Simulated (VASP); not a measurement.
# KCl (Fm-3m) in VASP: further runs

KCl is run at these levels: PBEsol; tasks: single point, relaxation of cell and atoms.

Program: VASP 6.6.1. These are calculated values, not measurements. Logs are shortened: lines on timing, memory, paths and dates and some standing lists are left out, and cuts for length are marked.

### 1 The cell of the first run

Symmetry: Fm-3m, No. 225, cubic system. The conventional cell has a = 6.243 Å, b = 6.243 Å, c = 6.243 Å, α = 90.00°, β = 90.00°, γ = 90.00°. Within 4.1 Å of K (site symmetry m-3m) lie 6 Cl at 3.12 Å. Within 4.1 Å of Cl (site symmetry m-3m) lie 6 K at 3.12 Å.

### 2 Single point, PBEsol

Contents of INCAR:

```
SYSTEM = KCl
PREC = Accurate
ENCUT = 520
EDIFF = 1E-6
ISMEAR = -1
SIGMA = 0.02
LREAL = .FALSE.
LASPH = .TRUE.
NELM = 100
ALGO = Normal
ISIF = 2
LWAVE = .FALSE.
LCHARG = .FALSE.
GGA = PS
NBANDS = 15
```

Contents of KPOINTS:

```
regular mesh
0
G
  6 6 6
  0 0 0
```

Contents of POSCAR:

```
KCl
1.0
    0.0000000000      3.1216783147      3.1216783147
    3.1216783147      0.0000000000      3.1216783147
    3.1216783147      3.1216783147      0.0000000000
K Cl
1 1
Direct
    0.0000000000      0.0000000000      0.0000000000
    0.5000000000      0.5000000000      0.5000000000
```

Potentials or basis: VASP PAW PBE potentials, release 64 (K_sv, Cl).

The run is started by

```
$ cat potpaw_PBE.64/K_sv/POTCAR potpaw_PBE.64/Cl/POTCAR > POTCAR
$ mpirun -np 1 vasp_std > vasp.out
```

OUTCAR:

```text
SYSTEM = KCl
   PREC = Accurate
   ENCUT = 520
   EDIFF = 1E-6
   ISMEAR = -1
   LREAL = .FALSE.
   LASPH = .TRUE.
   NELM = 100
   ISIF = 2
   GGA = PS

 ion  position               nearest neighbor table
   1  0.000  0.000  0.000-   2 3.12   2 3.12   2 3.12   2 3.12   2 3.12   2 3.12
   2  0.500  0.500  0.500-   1 3.12   1 3.12   1 3.12   1 3.12   1 3.12   1 3.12

  LATTYP: Found a face centered cubic cell.
 ALAT       =     6.2433566294

  Lattice vectors:

 A1 = (   0.0000000000,   3.1216783147,   3.1216783147)
 A2 = (   3.1216783147,   0.0000000000,   3.1216783147)
 A3 = (   3.1216783147,   3.1216783147,   0.0000000000)

Analysis of symmetry for initial positions (statically):
=====================================================================
 Subroutine PRICEL returns:
 Original cell was already a primitive cell.

 Routine SETGRP: Setting up the symmetry group for a
 face centered cubic supercell.

 Subroutine GETGRP returns: Found 48 space group operations
 (whereof 48 operations were pure point group operations)
 out of a pool of 48 trial point group operations.

The static configuration has the point symmetry O_h .

Analysis of symmetry for dynamics (positions and initial velocities):
=====================================================================
 Subroutine PRICEL returns:
 Original cell was already a primitive cell.

 Routine SETGRP: Setting up the symmetry group for a
 face centered cubic supercell.

 Subroutine GETGRP returns: Found 48 space group operations
 (whereof 48 operations were pure point group operations)
 out of a pool of 48 trial point group operations.

The dynamic configuration has the point symmetry O_h .

 Subroutine INISYM returns: Found 48 space group operations
 (whereof 48 operations are pure point group operations),
 and found     1 'primitive' translations

----------------------------------------------------------------------------------------

                                     Primitive cell

  volume of cell :      60.8407

  direct lattice vectors                    reciprocal lattice vectors
     0.000000000  3.121678315  3.121678315    -0.160170251  0.160170251  0.160170251
     3.121678315  0.000000000  3.121678315     0.160170251 -0.160170251  0.160170251
     3.121678315  3.121678315  0.000000000     0.160170251  0.160170251 -0.160170251

  length of vectors
     4.414719810  4.414719810  4.414719810     0.277423013  0.277423013  0.277423013

  position of ions in fractional coordinates (direct lattice)
[... 80 lines left out ...]
   PSTRESS=    0.0 pullay stress
   NELECT =      16.0000    total number of electrons
   NUPDOWN=      -1.0000    fix difference up-down
   EMIN   =  10.00;   EMAX   =-10.00  energy-range for DOS
   EFERMI =   0.00;   METHOD = LEGACY
   ISMEAR =    -1;   SIGMA  =   0.02  broadening in eV -4-tet -1-fermi 0-gaus
   EFERMI_NEDOS =   21; number of points for ismear=-14 and -15
   IALGO  =     38    algorithm
   IMIX   =      4    mixing-type and parameters
     AMIX     =   0.40;   BMIX     =  1.00
     AMIX_MAG =   1.60;   BMIX_MAG =  1.00
  volume/ion in A,a.u.               =      30.42       205.29
  Fermi-wavevector in a.u.,A,eV,Ry     =   1.048858  1.982054 14.967810  1.100103
  Thomas-Fermi vector in A             =   2.183797
   LORBIT       =      0    0 simple, 1 ext, 2 COOP (PROOUT), +10 PAW based schemes
   GGA     = PS    functional components
   LHFCALC =     F    Hartree Fock is set to
   AEXX    =    0.0000 exact exchange contribution
   IVDW    =     0    specifies the selected vdW correction
   LEPSILON=     F    determine dielectric tensor
   LRPA    =     F    only Hartree local field effects (RPA)
 non-spin polarized calculation
  energy-cutoff  :      520.00
  volume of cell :       60.84
 maximum number of plane-waves:      1676
 NGX is ok and might be reduce to    36
   NGX = 17   NGY = 17   NGZ = 17

 number of electron      16.0000002 magnetization

 Free energy of the ion-electron system (eV)
  ---------------------------------------------------
  ext. energy  EPLUGINS =         0.00000000
  ---------------------------------------------------
  free energy    TOTEN  =        -7.02318460 eV

  energy without entropy =       -7.02318460  energy(sigma->0) =       -7.02318460

 E-fermi :  -1.2976     XC(G=0):  -7.8234

 val. band max:       -1.8108232142   @ k =   0.0000   0.0000   0.0000
 cond. band min:       3.2875200302   @ k =   0.0000   0.0000   0.0000
 fundamental gap:      5.0983432443
 Fermi energy:        -1.2976311372

 k-point     1 :       0.0000    0.0000    0.0000
  band No.  band energies     occupation
      1     -28.7984      2.00000
      2     -13.9299      2.00000
      3     -12.3255      2.00000
      4     -12.3255      2.00000
      5     -12.3255      2.00000
      6      -1.8108      2.00000
      7      -1.8108      2.00000
      8      -1.8108      2.00000
      9       3.2875      0.00000
     10       6.4918      0.00000
     11       6.4918      0.00000
     12       6.4918      0.00000
     13       7.3923      0.00000
     14       7.3923      0.00000
[... 257 lines left out ...]
      2     -13.8980      2.00000
      3     -12.4634      2.00000
      4     -12.4138      2.00000
      5     -12.2699      2.00000
      6      -2.4137      2.00000
      7      -2.2642      2.00000
      8      -2.1890      2.00000
      9       5.3197      0.00000
     10       7.0551      0.00000
     11       7.2709      0.00000
     12       8.3820      0.00000
     13       9.1653      0.00000
     14       9.9863      0.00000
     15      10.5580      0.00000

------------------------ aborting loop because EDIFF is reached ----------------------------------------

  FORCE on cell =-STRESS in cart. coord.  units (eV):
  Direction    XX          YY          ZZ          XY          YZ          ZX
  --------------------------------------------------------------------------------------
  -------------------------------------------------------------------------------------
  Total        0.0174790      0.0174790      0.0174790      0.0000000      0.0000000     -0.0000000
  in kB        0.4602911      0.4602911      0.4602911      0.0000000      0.0000000     -0.0000000
  external PRESSURE =       0.4602911 kB  Pullay stress =       0.0000000 kB

 VOLUME and BASIS-vectors are now :
 -----------------------------------------------------------------------------
  energy-cutoff  :      520.00
  volume of cell :       60.84
      direct lattice vectors                 reciprocal lattice vectors
     0.000000000  3.121678315  3.121678315    -0.160170251  0.160170251  0.160170251
     3.121678315  0.000000000  3.121678315     0.160170251 -0.160170251  0.160170251
     3.121678315  3.121678315  0.000000000     0.160170251  0.160170251 -0.160170251

 POSITION                                       TOTAL-FORCE (eV/Angst)
 -----------------------------------------------------------------------------------
      0.00000      0.00000      0.00000        -0.000000     -0.000000     -0.000000
      3.12168      3.12168      3.12168         0.000000      0.000000      0.000000
 -----------------------------------------------------------------------------------
    total drift:                                0.000000      0.000000      0.000000

  FREE ENERGIE OF THE ION-ELECTRON SYSTEM (eV)
  ---------------------------------------------------
  free  energy   TOTEN  =        -7.0231845999 eV

  energy  without entropy=       -7.0231845999  energy(sigma->0) =       -7.02318460
```

Wall time 26 s (1 thread of Intel Xeon Platinum 8375C at 2.90GHz (Ice Lake), shared host); peak memory 0.2 GiB.

What came out:

* Free energy: -7.0232 eV
* Pressure: 0.0 GPa
* Band gap on the k mesh: 5.10 eV, direct

Caveat: the PAW data sets were made with another functional, which shifts forces and pressure a little.

### 3 Relaxation of cell and atoms, PBEsol

Contents of INCAR:

```
SYSTEM = KCl
PREC = Accurate ; ENCUT = 600
EDIFF = 1E-7 ; ISMEAR = -1
SIGMA = 0.02 ; LREAL = .False.
LASPH = .True. ; NELM = 80
ALGO = Normal ; ISIF = 3
LWAVE = .False. ; LCHARG = .False.
GGA = PS ; IBRION = 2
NSW = 80 ; EDIFFG = -0.02
```

Contents of KPOINTS:

```
Automatic mesh
0
Gamma
  6 6 6
  0 0 0
```

POSCAR is that of step 2.

Potentials or basis: VASP PAW PBE potentials, release 64 (K_sv, Cl).

The run is started by

```
$ cat potpaw_PBE.64/K_sv/POTCAR potpaw_PBE.64/Cl/POTCAR > POTCAR
$ mpirun -np 1 vasp_std > vasp.out
```

It took 24 s on 1 thread of Intel Xeon Platinum 8375C at 2.90GHz (Ice Lake), shared host; peak memory 0.21 GiB.

It converged, with:

```yaml
Free_energy: -7.0233 eV
Pressure_after_relaxing: 0.1 GPa
Band_gap_on_the_k_mesh: 5.10 eV, direct
```

Final structure:
```yaml
crystal:
  lattice:
    - [0.00000, 3.12168, 3.12168]
    - [3.12168, 0.00000, 3.12168]
    - [3.12168, 3.12168, 0.00000]
  atoms:
    - { symbol: K, position: [0.00000, 0.00000, 0.00000] }
    - { symbol: Cl, position: [0.50000, 0.50000, 0.50000] }
```

Levels at points of the mesh, in eV from the valence-band top:
| k point | band 6 | band 7 | band 8 | band 9 | band 10 | band 11 |
| --- | --- | --- | --- | --- | --- | --- |
| (0.00, 0.00, 0.00) | 0.00 | 0.00 | 0.00 | 5.10 | 8.30 | 8.30 |
| (0.50, 0.00, 0.00) | -1.13 | -0.35 | -0.35 | 7.49 | 8.58 | 10.56 |
| (0.50, 0.50, 0.00) | -0.69 | -0.23 | -0.23 | 6.38 | 8.33 | 10.04 |

Caveat: the relaxation stopped at its first step, so nothing moved; the PAW data sets were made with another functional, which shifts forces and pressure a little.

### 4 Relaxation of cell and atoms, PBEsol

This run uses another cell than the first one, of 30.81 Å³/atom, 1.013 times its volume.

Contents of INCAR:

```
PREC = Accurate
ENCUT = 600
EDIFF = 1E-6
ISMEAR = -1
SIGMA = 0.02
LREAL = False
LASPH = True
NELM = 60
ALGO = Normal
ISIF = 3
LWAVE = False
LCHARG = False
GGA = PS
IBRION = 2
NSW = 80
EDIFFG = -0.02
```

Contents of KPOINTS:

```
Automatic mesh
0
Gamma
  6 6 6
```

Contents of POSCAR:

```
KCl
1.0
    0.0000000000      3.1350000000      3.1350000000
    3.1350000000      0.0000000000      3.1350000000
    3.1350000000      3.1350000000      0.0000000000
K Cl
1 1
Direct
    0.0000000000      0.0000000000      0.0000000000
    0.5000000000      0.5000000000      0.5000000000
```

Potentials or basis: VASP PAW PBE potentials, release 64 (K_sv, Cl).

The run is started by

```
$ cat potpaw_PBE.64/K_sv/POTCAR potpaw_PBE.64/Cl/POTCAR > POTCAR
$ mpirun -np 1 vasp_std > vasp.out
```

OUTCAR:

```text
PREC = Accurate
   ENCUT = 600
   EDIFF = 1E-6
   ISMEAR = -1
   LREAL = False
   LASPH = True
   NELM = 60
   ISIF = 3
   GGA = PS
   IBRION = 2
   NSW = 80
   EDIFFG = -0.02

 ion  position               nearest neighbor table
   1  0.000  0.000  0.000-   2 3.13   2 3.13   2 3.13   2 3.13   2 3.13   2 3.13
   2  0.500  0.500  0.500-   1 3.13   1 3.13   1 3.13   1 3.13   1 3.13   1 3.13

  LATTYP: Found a face centered cubic cell.
 ALAT       =     6.2700000000

  Lattice vectors:

 A1 = (   0.0000000000,   3.1350000000,   3.1350000000)
 A2 = (   3.1350000000,   0.0000000000,   3.1350000000)
 A3 = (   3.1350000000,   3.1350000000,   0.0000000000)

Analysis of symmetry for initial positions (statically):
=====================================================================
 Subroutine PRICEL returns:
 Original cell was already a primitive cell.

 Routine SETGRP: Setting up the symmetry group for a
 face centered cubic supercell.

 Subroutine GETGRP returns: Found 48 space group operations
 (whereof 48 operations were pure point group operations)
 out of a pool of 48 trial point group operations.

The static configuration has the point symmetry O_h .

Analysis of symmetry for dynamics (positions and initial velocities):
=====================================================================
 Subroutine PRICEL returns:
 Original cell was already a primitive cell.

 Routine SETGRP: Setting up the symmetry group for a
 face centered cubic supercell.

 Subroutine GETGRP returns: Found 48 space group operations
 (whereof 48 operations were pure point group operations)
 out of a pool of 48 trial point group operations.

The dynamic configuration has the point symmetry O_h .

 Subroutine INISYM returns: Found 48 space group operations
 (whereof 48 operations are pure point group operations),
 and found     1 'primitive' translations

[... 159 lines left out ...]
    total drift:                                0.000000      0.000000      0.000000

  FREE ENERGIE OF THE ION-ELECTRON SYSTEM (eV)
  ---------------------------------------------------
  free  energy   TOTEN  =        -7.0231205550 eV

  energy  without entropy=       -7.0231205550  energy(sigma->0) =       -7.02312056

--------------------------------------- Ionic step        2  -------------------------------------------

 number of electron      16.0000002 magnetization

 Free energy of the ion-electron system (eV)
  ---------------------------------------------------
  ext. energy  EPLUGINS =         0.00000000
  ---------------------------------------------------
  free energy    TOTEN  =        -7.02330169 eV

  energy without entropy =       -7.02330169  energy(sigma->0) =       -7.02330169

 E-fermi :  -1.3623     XC(G=0):  -7.7855

 val. band max:       -1.8458203328   @ k =   0.0000   0.0000   0.0000
 cond. band min:       3.2253977953   @ k =   0.0000   0.0000   0.0000
 fundamental gap:      5.0712181281
 Fermi energy:        -1.3623187311

 k-point     1 :       0.0000    0.0000    0.0000
  band No.  band energies     occupation
      1     -28.8536      2.00000
      2     -13.9543      2.00000
      3     -12.3808      2.00000
      4     -12.3808      2.00000
      5     -12.3808      2.00000
      6      -1.8458      2.00000
      7      -1.8458      2.00000
      8      -1.8458      2.00000
      9       3.2254      0.00000
     10       6.4542      0.00000
     11       6.4542      0.00000
     12       6.4542      0.00000
[... 211 lines left out ...]
 k-point    16 :      -0.3333    0.5000    0.1667
  band No.  band energies     occupation
      1     -28.8381      2.00000
      2     -13.9231      2.00000
      3     -12.5140      2.00000
      4     -12.4662      2.00000
      5     -12.3263      2.00000
      6      -2.4432      2.00000
      7      -2.2922      2.00000
      8      -2.2204      2.00000
      9       5.2852      0.00000
     10       6.9960      0.00000
     11       7.1955      0.00000
     12       8.3112      0.00000

------------------------ aborting loop because EDIFF is reached ----------------------------------------

  FORCE on cell =-STRESS in cart. coord.  units (eV):
  Direction    XX          YY          ZZ          XY          YZ          ZX
  --------------------------------------------------------------------------------------
  -------------------------------------------------------------------------------------
  Total       -0.0274050     -0.0274050     -0.0274050     -0.0000000      0.0000000      0.0000000
  in kB       -0.7154856     -0.7154856     -0.7154856     -0.0000000      0.0000000      0.0000000
  external PRESSURE =      -0.7154856 kB  Pullay stress =       0.0000000 kB

 VOLUME and BASIS-vectors are now :
 -----------------------------------------------------------------------------
  energy-cutoff  :      600.00
  volume of cell :       61.37
      direct lattice vectors                 reciprocal lattice vectors
    -0.000000000  3.130664651  3.130664651    -0.159710495  0.159710495  0.159710495
     3.130664651  0.000000000  3.130664651     0.159710495 -0.159710495  0.159710495
     3.130664651  3.130664651  0.000000000     0.159710495  0.159710495 -0.159710495

 POSITION                                       TOTAL-FORCE (eV/Angst)
 -----------------------------------------------------------------------------------
      3.13066      0.00000      3.13066        -0.000000     -0.000000     -0.000000
      3.13066      3.13066      3.13066         0.000000      0.000000      0.000000
 -----------------------------------------------------------------------------------
    total drift:                                0.000000      0.000000      0.000000

  FREE ENERGIE OF THE ION-ELECTRON SYSTEM (eV)
  ---------------------------------------------------
  free  energy   TOTEN  =        -7.0233016874 eV

  energy  without entropy=       -7.0233016874  energy(sigma->0) =       -7.02330169

 reached required accuracy - stopping structural energy minimisation
```

OSZICAR:

```text
N       E                     dE             d eps       ncg     rms          rms(c)
DAV:   1     0.112648988120E+03    0.11265E+03   -0.76972E+03   384   0.132E+03
DAV:   2     0.227635606697E+00   -0.11242E+03   -0.10212E+03   488   0.289E+02
DAV:   3    -0.695521004760E+01   -0.71828E+01   -0.71400E+01   472   0.678E+01
[... 13 lines left out ...]
DAV:   2    -0.702360308335E+01    0.15246E-02   -0.37019E-03   476   0.564E-01    0.102E-01
DAV:   3    -0.702328234204E+01    0.32074E-03   -0.98142E-04   656   0.271E-01    0.786E-02
DAV:   4    -0.702329196678E+01   -0.96247E-05   -0.45709E-05   720   0.410E-02    0.388E-02
DAV:   5    -0.702330210636E+01   -0.10140E-04   -0.30594E-05   672   0.294E-02    0.609E-03
DAV:   6    -0.702330168738E+01    0.41897E-06   -0.87468E-07   344   0.103E-02
   2 F= -.70233017E+01 E0= -.70233017E+01  d E =-.181132E-03
```

Run time: 39 s. Hardware: 1 thread of Intel Xeon Platinum 8375C at 2.90GHz (Ice Lake), shared host; peak memory 0.21 GiB.

Results:

- Free energy: -7.0233 eV
- Relaxed volume: 30.68 Å³/atom
- Relaxed cell: a = 4.427 Å, b = 4.427 Å, c = 4.427 Å, α = 60.00°, β = 60.00°, γ = 60.00°
- Space group after relaxing (to 0.05 Å): Fm-3m (No. 225)
- Energy gained by relaxing: 0.1 meV/atom
- Ionic steps: 2
- Pressure after relaxing: -0.1 GPa
- Band gap on the k mesh: 5.07 eV, direct

Step by step:
| step | energy change (eV) | largest force (eV/Å) | pressure (GPa) | volume (Å³) |
| --- | --- | --- | --- | --- |
| 1 | 0.0000 | 0.0000 | -0.15 | 61.62 |
| 2 | -0.0002 | 0.0000 | -0.07 | 61.37 |

Final structure:
```
K Cl
1.0
     0.00000    3.13066    3.13066
     3.13066    0.00000    3.13066
     3.13066    3.13066    0.00000
K Cl
1 1
Direct
  0.00000 0.00000 0.00000
  0.50000 0.50000 0.50000
```

Caveat: the PAW data sets were made with another functional, which shifts forces and pressure a little.

### 5 The runs side by side

| task | cell | cutoff (eV) | gap on the mesh (eV) | pressure (GPa) |
| --- | --- | --- | --- | --- |
| single point | a = 4.415 Å, angles 60.0°, 2 atoms | 520 | 5.10 | 0.0 |
| relaxation of cell and atoms | relaxed from a = 4.415 Å, angles 60.0°, 2 atoms | 600 | 5.10 | 0.1 |
| relaxation of cell and atoms | relaxed from a = 4.434 Å, angles 60.0°, 2 atoms | 600 | 5.07 | -0.1 |

Alike in all rows: level PBEsol; potentials or basis VASP PAW PBE potentials, release 64 (K_sv, Cl); no spin polarisation; k mesh 6 × 6 × 6; smearing fermi-dirac 0.02 eV.

Caveats: the PAW data sets were made with another functional, which shifts forces and pressure a little; the relaxation stopped at its first step, so nothing moved (some runs).

Absolute energies hang on the potentials; compare differences alone.
